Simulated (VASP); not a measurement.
Set up this calculation in VASP 6.6.1, as the native input.

* Task: single point
* Functional: PBE exchange alone
* Potentials or basis: VASP PAW PBE potentials, release 64 (Cd, S)
* Cutoff: 520 eV
* k mesh: 7 × 7 × 4
* Occupations: fermi-dirac, width 0.05 eV
* Spin: no spin polarisation
* Dipole correction: no
* Further INCAR settings: ALGO = Normal; EDIFF = 1e-07; NBANDS = 26

The structure of CdS lies in POSCAR:

```
CdS
1.0
    4.2313932131      0.0000000000      0.0000000000
   -2.1156966065      3.6644940159      0.0000000000
    0.0000000000      0.0000000000      6.8691315847
Cd S
2 2
Direct
    0.6666666667      0.3333333333      0.5000000000
    0.3333333333      0.6666666667      0.0000000000
    0.6666666667      0.3333333333      0.8750000000
    0.3333333333      0.6666666667      0.3750000000
```

One way to write it, as run:

INCAR

```
  PREC = Accurate
  ENCUT = 520
  EDIFF = 1E-7
  ISMEAR = -1
  SIGMA = 0.05
  LREAL = F
  LASPH = T
  NELM = 80
  ALGO = Normal
  ISIF = 2
  LWAVE = F
  LCHARG = F
  GGA = PE
  ALDAC = 0.0
  AGGAC = 0.0
  NBANDS = 26
```

KPOINTS

```
Automatic mesh
0
Gamma
  7 7 4
```

Potentials or basis: VASP PAW PBE potentials, release 64 (Cd, S).

Launch:

```sh
$ cat potpaw_PBE.64/Cd/POTCAR potpaw_PBE.64/S/POTCAR > POTCAR
$ mpirun -np 1 vasp_std > vasp.out
```

Results of the run:

```json
{
  "Pressure": "6.8 GPa",
  "Largest force": "0.056 eV/Å",
  "Band gap on the k mesh": "1.02 eV"
}
```

Caveat: the cell stands under pressure.

It took 32 s on 1 thread of Intel(R) Xeon(R) 6975P-C (Granite Rapids) (shared host), peak memory 0.23 GiB.
